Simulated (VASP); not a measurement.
# InSb (I4/mmm) in VASP: notebook

Runs on InSb. Level: LDA. Tasks: single point.

All numbers are computed with VASP 6.6.1; they aren't measurements. Logs are shortened: lines on timing, memory, paths and dates and some standing lists are left out, and cuts for length are marked.

## Step 1: The cell of the first run

It takes space group I4/mmm (No. 139, tetragonal). Conventional cell: a = 4.347 Å, b = 4.347 Å, c = 6.086 Å, α = 90.00°, β = 90.00°, γ = 90.00°. Within 4.0 Å of In (site symmetry 4/mmm) lie 6 Sb at 3.04 to 3.07 Å. Within 4.0 Å of Sb (site symmetry 4/mmm) lie 6 In at 3.04 to 3.07 Å.

## Step 2: Single point, LDA (strain -0.0100 x Voigt [0, 0, 1, 0, 0, 0])

Input file INCAR:

```
  PREC = Accurate
  ENCUT = 520
  EDIFF = 1E-7
  ISMEAR = 0
  SIGMA = 0.15
  LREAL = F
  LASPH = T
  NELM = 100
  ALGO = Normal
  ISIF = 2
  LWAVE = F
  LCHARG = F
  NBANDS = 16
```

Input file KPOINTS:

```
Automatic mesh
0
Gamma
  14 14 14
```

Input file POSCAR:

```
InSb
1.0
    0.0000000000      3.0735130000      3.0427778700
    3.0735130000      0.0000000000      3.0427778700
    3.0735130000      3.0735130000      0.0000000000
In Sb
1 1
Direct
    0.0000000000      0.0000000000      0.0000000000
    0.5000000000      0.5000000000      0.5000000000
```

Potentials or basis: VASP PAW LDA potentials, release 64 (In_d, Sb).

The run is started by

```console
> cat potpaw_LDA.64/In_d/POTCAR potpaw_LDA.64/Sb/POTCAR > POTCAR
> mpirun -np 1 vasp_std > vasp.out
```

OUTCAR:

```text
PREC = Accurate
   ENCUT = 520
   EDIFF = 1E-7
   ISMEAR = 0
   LREAL = F
   LASPH = T
   NELM = 100
   ISIF = 2

 ion  position               nearest neighbor table
   1  0.000  0.000  0.000-   2 3.04   2 3.04   2 3.07   2 3.07   2 3.07   2 3.07
   2  0.500  0.500  0.500-   1 3.04   1 3.04   1 3.07   1 3.07   1 3.07   1 3.07

  LATTYP: Found a body centered tetragonal cell.
 ALAT       =     4.3466037687
 C/A-ratio  =     1.4000714267

  Lattice vectors:

 A1 = (   0.0000000000,  -3.0735130000,  -3.0427778700)
 A2 = (   0.0000000000,   3.0735130000,  -3.0427778700)
 A3 = (   3.0735130000,   0.0000000000,   3.0427778700)

Analysis of symmetry for initial positions (statically):
=====================================================================
 Subroutine PRICEL returns:
 Original cell was already a primitive cell.

 Routine SETGRP: Setting up the symmetry group for a
 body centered tetragonal supercell.

 Subroutine GETGRP returns: Found 16 space group operations
 (whereof 16 operations were pure point group operations)
 out of a pool of 16 trial point group operations.

The static configuration has the point symmetry D_4h.

Analysis of symmetry for dynamics (positions and initial velocities):
=====================================================================
 Subroutine PRICEL returns:
 Original cell was already a primitive cell.

 Routine SETGRP: Setting up the symmetry group for a
 body centered tetragonal supercell.

 Subroutine GETGRP returns: Found 16 space group operations
 (whereof 16 operations were pure point group operations)
 out of a pool of 16 trial point group operations.

The dynamic configuration has the point symmetry D_4h.

 Subroutine INISYM returns: Found 16 space group operations
 (whereof 16 operations are pure point group operations),
 and found     1 'primitive' translations

----------------------------------------------------------------------------------------

                                     Primitive cell

  volume of cell :      57.4871

  direct lattice vectors                    reciprocal lattice vectors
     0.000000000  3.073513000  3.042777870    -0.162680295  0.162680295  0.164323530
     3.073513000  0.000000000  3.042777870     0.162680295 -0.162680295  0.164323530
     3.073513000  3.073513000  0.000000000     0.162680295  0.162680295 -0.164323530

  length of vectors
     4.324925355  4.324925355  4.346603769     0.282722441  0.282722441  0.282722441

  position of ions in fractional coordinates (direct lattice)
     0.000000000  0.000000000  0.000000000
     0.500000000  0.500000000  0.500000000

  ion indices of the primitive-cell ions
   primitive index   ion index
                 1           1
                 2           2

----------------------------------------------------------------------------------------

 KPOINTS: Automatic mesh

Automatic generation of k-mesh.
 Grid dimensions read from file:
 generate k-points for:   14   14   14

 Generating k-lattice:

  Cartesian coordinates                     Fractional coordinates (reciprocal lattice)
    -0.011620021  0.011620021  0.011737395     0.071428571  0.000000000  0.000000000
     0.011620021 -0.011620021  0.011737395     0.000000000  0.071428571  0.000000000
     0.011620021  0.011620021 -0.011737395    -0.000000000 -0.000000000  0.071428571

  Length of vectors
     0.020194460  0.020194460  0.020194460

  Shift w.r.t. Gamma in fractional coordinates (k-lattice)
     0.000000000  0.000000000  0.000000000

 Subroutine IBZKPT returns following result:
 ===========================================

 Found    244 irreducible k-points:

 Following reciprocal coordinates:
            Coordinates               Weight
  0.000000  0.000000  0.000000      1.000000
  0.071429  0.000000  0.000000      8.000000
  0.142857  0.000000  0.000000      8.000000
  0.214286  0.000000  0.000000      8.000000
  0.285714  0.000000  0.000000      8.000000
  0.357143  0.000000  0.000000      8.000000
[... 16 lines left out ...]
  0.214286  0.142857  0.000000      8.000000
  0.285714  0.142857  0.000000      8.000000
 [... further k-points ...]
   k-points           NKPTS =    244   k-points in BZ     NKDIM =    244   number of bands    NBANDS=     16
   number of dos      NEDOS =    301   number of ions     NIONS =      2
   total plane-waves  NPLWV =  32768
   dimension x,y,z NGX =    32 NGY =   32 NGZ =   32
   dimension x,y,z NGXF=    64 NGYF=   64 NGZF=   64
   ions per type =               1   1
   NGX,Y,Z   is equivalent  to a cutoff of  12.30, 12.30, 12.24 a.u.
   NGXF,Y,Z  is equivalent  to a cutoff of  24.60, 24.60, 24.48 a.u.
 SYSTEM =  unknown system
   PREC   = accura    normal or accurate (medium, high low for compatibility)
   ISTART =      0    job   : 0-new  1-cont  2-samecut
   ICHARG =      2    charge: 1-file 2-atom 10-const
   ISPIN  =      1    spin polarized calculation?
   LNONCOLLINEAR =      F non collinear calculations
   LSORBIT =      F    spin-orbit coupling
   LASPH  =      T    aspherical Exc in radial PAW
   ENCUT  =  520.0 eV  38.22 Ry    6.18 a.u.   8.04  8.04  8.08*2*pi/ulx,y,z
   NELM   =    100;   NELMIN=  2; NELMDL= -5     # of ELM steps
   EDIFF  = 0.1E-06   stopping-criterion for ELM
   LREAL  =      F    real-space projection
   EDIFFG = 0.1E-05   stopping-criterion for IOM
   NSW    =      0    number of steps for IOM
   IBRION =     -1    ionic relax: 0-MD 1-quasi-New 2-CG
   NFREE  =      0    steps in history (QN), initial steepest desc. (CG)
   ISIF   =      2    stress and relaxation
   ISYM   =      2    0-nonsym 1-usesym 2-fastsym
   POTIM  = 0.5000    time-step for ionic-motion
   TEBEG  =    0.0;   TEEND  =   0.0 temperature during run
   PSTRESS=    0.0 pullay stress
   NELECT =      18.0000    total number of electrons
   NUPDOWN=      -1.0000    fix difference up-down
   EMIN   =  10.00;   EMAX   =-10.00  energy-range for DOS
   EFERMI =   0.00;   METHOD = LEGACY
   ISMEAR =     0;   SIGMA  =   0.15  broadening in eV -4-tet -1-fermi 0-gaus
   EFERMI_NEDOS =   21; number of points for ismear=-14 and -15
   IALGO  =     38    algorithm
   IMIX   =      4    mixing-type and parameters
     AMIX     =   0.40;   BMIX     =  1.00
     AMIX_MAG =   1.60;   BMIX_MAG =  1.00
  volume/ion in A,a.u.               =      28.74       193.97
  Fermi-wavevector in a.u.,A,eV,Ry     =   1.111669  2.100750 16.814192  1.235808
  Thomas-Fermi vector in A             =   2.248235
   LORBIT       =      0    0 simple, 1 ext, 2 COOP (PROOUT), +10 PAW based schemes
   GGA     = CA    functional components
   LHFCALC =     F    Hartree Fock is set to
   AEXX    =    0.0000 exact exchange contribution
   IVDW    =     0    specifies the selected vdW correction
   LEPSILON=     F    determine dielectric tensor
   LRPA    =     F    only Hartree local field effects (RPA)
 non-spin polarized calculation
 Gauss-broadening in eV      SIGMA  =   0.15
  energy-cutoff  :      520.00
  volume of cell :       57.49
 maximum number of plane-waves:      1580
   NGX = 17   NGY = 17   NGZ = 17

 number of electron      18.0000000 magnetization

 Free energy of the ion-electron system (eV)
  ---------------------------------------------------
  ext. energy  EPLUGINS =         0.00000000
  ---------------------------------------------------
  free energy    TOTEN  =        -8.01259567 eV

  energy without entropy =       -7.99525502  energy(sigma->0) =       -8.00392534

 E-fermi :   6.4711     XC(G=0):  -9.9801

 val. band max:        6.4673374830   @ k =   0.4286   0.0714   0.1429
 cond. band min:       6.4787165395   @ k =   0.4286   0.0714   0.0000
 fundamental gap:      0.0113790564
 Fermi energy:         6.4711181061

 k-point     1 :       0.0000    0.0000    0.0000
  band No.  band energies     occupation
      1      -7.8502      2.00000
      2      -7.8468      2.00000
      3      -7.8175      2.00000
      4      -7.8175      2.00000
      5      -7.8142      2.00000
      6      -4.5052      2.00000
[... 8 lines left out ...]
     15      12.6714      0.00000
     16      12.7310      0.00000

 k-point     2 :       0.0714    0.0000    0.0000
  band No.  band energies     occupation
      1      -7.8517      2.00000
      2      -7.8481      2.00000
      3      -7.8172      2.00000
      4      -7.8164      2.00000
      5      -7.8134      2.00000
      6      -4.4509      2.00000
[... 8 lines left out ...]
     15      12.8167      0.00000
     16      12.8572      0.00000

 k-point     3 :       0.1429    0.0000    0.0000
  band No.  band energies     occupation
      1      -7.8559      2.00000
      2      -7.8519      2.00000
      3      -7.8169      2.00000
      4      -7.8129      2.00000
      5      -7.8105      2.00000
      6      -4.2897      2.00000
[... 8 lines left out ...]
     15      13.1539      0.00000
     16      13.1773      0.00000

 k-point     4 :       0.2143    0.0000    0.0000
  band No.  band energies     occupation
      1      -7.8626      2.00000
      2      -7.8581      2.00000
      3      -7.8169      2.00000
      4      -7.8071      2.00000
      5      -7.8054      2.00000
      6      -4.0270      2.00000
[... 8 lines left out ...]
     15      13.6782      0.00000
     16      13.6841      0.00000
[... 324 lines left out ...]
 k-point    22 :       0.1429    0.1429    0.0000
  band No.  band energies     occupation
      1      -7.8688      2.00000
      2      -7.8431      2.00000
      3      -7.8181      2.00000
      4      -7.8100      2.00000
      5      -7.8100      2.00000
      6      -4.2102      2.00000
[... 8 lines left out ...]
     15      14.0575      0.00000
     16      14.0575      0.00000

 k-point    23 :       0.2143    0.1429    0.0000
  band No.  band energies     occupation
      1      -7.8791      2.00000
      2      -7.8434      2.00000
      3      -7.8194      2.00000
      4      -7.8060      2.00000
      5      -7.8050      2.00000
      6      -4.0104      2.00000
[... 8 lines left out ...]
     15      14.4852      0.00000
     16      14.5682      0.00000

 k-point    24 :       0.2857    0.1429    0.0000
  band No.  band energies     occupation
      1      -7.8893      2.00000
      2      -7.8477      2.00000
      3      -7.8193      2.00000
      4      -7.8018      2.00000
      5      -7.7983      2.00000
      6      -3.7140      2.00000
[... 8 lines left out ...]
     15      14.9862      0.00000
     16      15.1953      0.00000

 [... further k-points ...]

------------------------ aborting loop because EDIFF is reached ----------------------------------------

  FORCE on cell =-STRESS in cart. coord.  units (eV):
  Direction    XX          YY          ZZ          XY          YZ          ZX
  --------------------------------------------------------------------------------------
  -------------------------------------------------------------------------------------
  Total       -1.3864590     -1.3864590     -1.1321410      0.0000000     -0.0000000      0.0000000
  in kB      -38.6409022    -38.6409022    -31.5530057      0.0000000     -0.0000000      0.0000000
  external PRESSURE =     -36.2782700 kB  Pullay stress =       0.0000000 kB

 VOLUME and BASIS-vectors are now :
 -----------------------------------------------------------------------------
  energy-cutoff  :      520.00
  volume of cell :       57.49
      direct lattice vectors                 reciprocal lattice vectors
     0.000000000  3.073513000  3.042777870    -0.162680295  0.162680295  0.164323530
     3.073513000  0.000000000  3.042777870     0.162680295 -0.162680295  0.164323530
     3.073513000  3.073513000  0.000000000     0.162680295  0.162680295 -0.164323530

 POSITION                                       TOTAL-FORCE (eV/Angst)
 -----------------------------------------------------------------------------------
      0.00000      0.00000      0.00000         0.000000     -0.000000     -0.000000
      3.07351      3.07351      3.04278        -0.000000      0.000000      0.000000
 -----------------------------------------------------------------------------------
    total drift:                                0.000000     -0.000000     -0.000000

  FREE ENERGIE OF THE ION-ELECTRON SYSTEM (eV)
  ---------------------------------------------------
  free  energy   TOTEN  =        -8.0125956684 eV

  energy  without entropy=       -7.9952550195  energy(sigma->0) =       -8.00392534
```

Run time: 94 s. Hardware: 1 thread of AMD EPYC 9R45 (Zen 5), shared host; peak memory 0.31 GiB.

Results:

```
Free energy            : -8.0126 eV
Pressure               : -3.6 GPa
Band gap on the k mesh : zero (bands 9 and 10 overlap by 2.73 eV)
```

Stress tensor (GPa, compression positive):
```
-3.86  0.00  0.00
 0.00 -3.86  0.00
 0.00  0.00 -3.16
```

Levels at points of the mesh, in eV from the Fermi level:
| k point | band 6 | band 7 | band 8 | band 9 | band 10 | band 11 | band 12 | band 13 |
| --- | --- | --- | --- | --- | --- | --- | --- | --- |
| (0.00, 0.00, 0.00) | -10.98 | -0.59 | -0.12 | -0.01 | -0.01 | 5.90 | 5.90 | 6.18 |
| (0.50, 0.00, 0.00) | -9.19 | -6.43 | 0.34 | 0.39 | 2.15 | 2.42 | 2.50 | 3.19 |
| (0.50, 0.50, 0.00) | -8.44 | -4.40 | -3.48 | -2.13 | -2.13 | 3.27 | 8.14 | 8.14 |
| (0.50, 0.00, 0.50) | -8.52 | -4.40 | -3.39 | -2.14 | -2.03 | 3.31 | 8.02 | 8.33 |

Caveat: the cell differs from its parent crystal (strain -0.0100 x Voigt [0, 0, 1, 0, 0, 0]); the cell stands under tension; spin-orbit coupling is left out, which moves the levels of the heavy elements.

[end of part 1 of 2]
